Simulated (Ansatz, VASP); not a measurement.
# One calculation of CdO, two programs

The input POSCAR:

```
CdO
1.0
    0.0000000000      2.3481500455      2.3481500455
    2.3481500455      0.0000000000      2.3481500455
    2.3481500455      2.3481500455      0.0000000000
Cd O
1 1
Direct
    0.0000000000      0.0000000000      0.0000000000
    0.5000000000      0.5000000000      0.5000000000
```

Contents of INCAR.step1:

```
SYSTEM = CdO
PREC = Accurate
ENCUT = 580
EDIFF = 1E-5
ISMEAR = 0
SIGMA = 0.05
LREAL = .FALSE.
LASPH = .TRUE.
NELM = 120
ALGO = Normal
ISIF = 2
LWAVE = .TRUE.
GGA = PE
NBANDS = 16
GGA_COMPAT = .FALSE.
```

Contents of INCAR.step2:

```
SYSTEM = CdO
PREC = Accurate
ENCUT = 580
EDIFF = 1E-6
ISMEAR = 0
SIGMA = 0.05
LREAL = .FALSE.
LASPH = .TRUE.
NELM = 120
ALGO = Normal
ISIF = 2
LWAVE = .FALSE.
LCHARG = .TRUE.
METAGGA = R2SCAN
LHFCALC = .TRUE.
AEXX = 0.15
LMIXTAU = .TRUE.
PRECFOCK = Normal
LELF = .TRUE.
LVHAR = .TRUE.
ISTART = 1
NBANDS = 16
GGA_COMPAT = .FALSE.
```

File KPOINTS:

```
Automatic mesh
0
G
  6 6 6
  0 0 0
```

Input for Ansatz:

```yaml
crystal:
  lattice:
    - [0.0, 2.3481500455, 2.3481500455]
    - [2.3481500455, 0.0, 2.3481500455]
    - [2.3481500455, 2.3481500455, 0.0]
  atoms:
    - { symbol: Cd, position: [0.0, 0.0, 0.0] }
    - { symbol: O, position: [0.5, 0.5, 0.5] }
basis:
  ecutwfc: 500
  ecutrho_ratio: 4
kpoints:
  mp_grid: { grid: [6, 6, 6] }
hamiltonian:
  xc: { exchange: r2scan, correlation: r2scan, exx: { coeff: 0.15 } }
scf:
  occupations: { method: gaussian, width: 0.05 }
  n_extra_bands: 9
output:
  forces: true
  stress: true
  eigenvalues: true
  populations: true
  dos: { projected: true, de: 0.02 }
```

Alike in both runs: task single point; functional r2SCAN-based global hybrid with a share of 0.15 of exact exchange; k mesh 6 × 6 × 6; occupations gaussian, width 0.05 eV; no spin polarisation.

|  | VASP | Ansatz |
| --- | --- | --- |
| version | VASP 6.6.1 | Ansatz 0.2.0 |
| potentials or method | VASP PAW PBE potentials, release 64 (Cd, O), cutoff 580 eV | scalar-relativistic, plane waves, PAW |
| valence electrons in the cell | 18 | 26 |

```csv
,VASP,Ansatz,Ansatz less VASP
gap on the k mesh at the Fermi level (eV),1.19,1.21,+0.018
least direct gap on the mesh (eV),2.55,2.59,+0.042
pressure (GPa),0.6,-1.0,-1.60
```

VASP's potentials were made for PBE, not for r2SCAN-based global hybrid. With one functional, cell and mesh, what is left measures potentials, basis and numerics. VASP's potentials hold 18 valence electrons a cell and Ansatz's 26, so a difference there can come from the potentials and not from the codes. Ansatz's warnings: stress exchange threshold loose, stress scf threshold loose.
